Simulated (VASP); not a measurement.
A run of VASP 6.6.1:

INCAR

```
ALGO = Normal
EDIFF = 1E-6
ENCUT = 500
GGA = CA
GGA_COMPAT = False
ISIF = 2
ISMEAR = -1
LASPH = True
LCHARG = False
LREAL = False
LWAVE = False
NBANDS = 14
NELM = 120
PREC = Accurate
SIGMA = 0.05
```

File KPOINTS:

```
k-points
0
Gamma
  12 12 12
```

The input POSCAR:

```
Bi
1.0
    3.1098396496      0.0000000000      0.0000000000
    0.0000000000      3.1098396496      0.0000000000
    0.0000000000      0.0000000000      3.1098396496
Bi
1
Direct
    0.0000000000      0.0000000000      0.0000000000
```

Potentials or basis: VASP PAW LDA potentials, release 64 (Bi_d).

Launch:

```sh
$ cat potpaw_LDA.64/Bi_d/POTCAR > POTCAR
$ mpirun -np 1 vasp_std > vasp.out
```

Hardware: 1 thread of Intel Xeon 8259CL (shared host).

Task: How long does it take, and how much memory?

Result: Run time: 23 s on 1 thread of Intel Xeon 8259CL, on a shared host, peak memory 0.15 GiB. Counts: scf iterations 10, k points 84.
